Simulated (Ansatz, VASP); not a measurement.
**Na: VASP beside Ansatz**

The input INCAR:

```
  PREC = Accurate
  ENCUT = 520
  EDIFF = 1E-6
  ISMEAR = 0
  SIGMA = 0.15
  LREAL = False
  LASPH = True
  NELM = 100
  ALGO = Fast
  ISIF = 2
  LWAVE = False
  LCHARG = False
  GGA = PE
  NBANDS = 10
```

File KPOINTS:

```
Automatic mesh
0
Gamma
  16 16 16
```

The input POSCAR:

```
Na
1.0
   -2.1810250000      2.1810250000      2.1175000000
    2.1810250000     -2.1810250000      2.1175000000
    2.0539750000      2.0539750000     -2.1175000000
Na
1
Direct
    0.0000000000      0.0000000000      0.0000000000
```

Input for Ansatz:

```yaml
crystal:
  lattice:
    - [-2.181025, 2.181025, 2.1175]
    - [2.181025, -2.181025, 2.1175]
    - [2.053975, 2.053975, -2.1175]
  atoms:
    - { symbol: Na, position: [0.0, 0.0, 0.0] }
basis:
  ecutwfc: 420
kpoints:
  mp_grid: { grid: [16, 16, 16] }
hamiltonian:
  xc: pbe
scf:
  occupations: { method: gaussian, width: 0.15 }
output:
  forces: true
  stress: true
  eigenvalues: true
```

Change from the starting cell: strain -0.0600 x Voigt [0, 0, 0, 0, 0, 1], atoms carried along.

Alike in both runs: task single point; functional PBE; k mesh 16 × 16 × 16; occupations gaussian, width 0.15 eV; no spin polarisation.

|  | VASP | Ansatz |
| --- | --- | --- |
| version | VASP 6.6.1 | Ansatz 0.2.0 |
| potentials or method | VASP PAW PBE potentials, release 64 (Na_pv), cutoff 520 eV | scalar-relativistic, plane waves, PAW |
| valence electrons in the cell | 7 | 9 |

VASP gave:

| Item | Value |
| --- | --- |
| gap on the k mesh at the Fermi level (eV) | none |
| pressure (GPa) | -0.3 |
| traceless stress, the component that is largest in VASP (GPa) | 0.38 |

Task: Estimate Ansatz's values.

Result: gap on the k mesh at the Fermi level (eV): none; pressure (GPa): -0.2; traceless stress, the component that is largest in VASP (GPa): 0.38.

A gap of «none» marks a metal or a gap that the smearing closes. VASP's potentials hold 7 valence electrons a cell and Ansatz's 9, so a difference there can come from the potentials and not from the codes.
